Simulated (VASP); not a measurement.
A run of VASP 6.6.1:

Contents of INCAR:

```
SYSTEM = SiTe2
ALGO     = Normal         ! electronic algorithm
EDIFF    = 1E-7           ! SCF threshold, eV
EDIFFG   = -0.03          ! ionic threshold
ENCUT    = 500            ! plane-wave cutoff, eV
GGA_COMPAT= .False.      
IBRION   = 2              ! ionic algorithm
ISIF     = 3              ! what is computed and relaxed
ISMEAR   = -1             ! smearing method
LASPH    = .True.         ! aspherical terms in the spheres
LCHARG   = .False.        ! write CHGCAR
LREAL    = .False.        ! projectors in reciprocal space
LWAVE    = .False.        ! write WAVECAR
NELM     = 120            ! most SCF steps
NELMIN   = 4            
NSW      = 80             ! ionic steps
PREC     = Accurate       ! precision mode
SIGMA    = 0.02           ! smearing width, eV
```

KPOINTS

```
k-points
0
Gamma
  4 4 4
  0 0 0
```

POSCAR

```
SiTe2
1.0
    0.0000000000      3.3750000000      3.3750000000
    3.3750000000      0.0000000000      3.3750000000
    3.3750000000      3.3750000000      0.0000000000
Si Te
1 2
Direct
    0.0000000000      0.0000000000      0.0000000000
    0.2500000000      0.2500000000      0.2500000000
    0.7500000000      0.7500000000      0.7500000000
```

Potentials or basis: VASP PAW LDA potentials, release 64 (Si, Te).

Command:

```sh
$ cat potpaw_LDA.64/Si/POTCAR potpaw_LDA.64/Te/POTCAR > POTCAR
$ mpirun -np 1 vasp_std > vasp.out
```

Hardware: 1 thread of Intel(R) Xeon(R) Platinum 8488C (Sapphire Rapids), on a shared host.

**Question.** Estimate the wall time of this run.

**Answer.** Run time: 14 s on 1 thread of Intel(R) Xeon(R) Platinum 8488C (Sapphire Rapids) (shared host), peak memory 0.17 GiB. Counts: scf iterations 27, k points 8, ion steps 3.
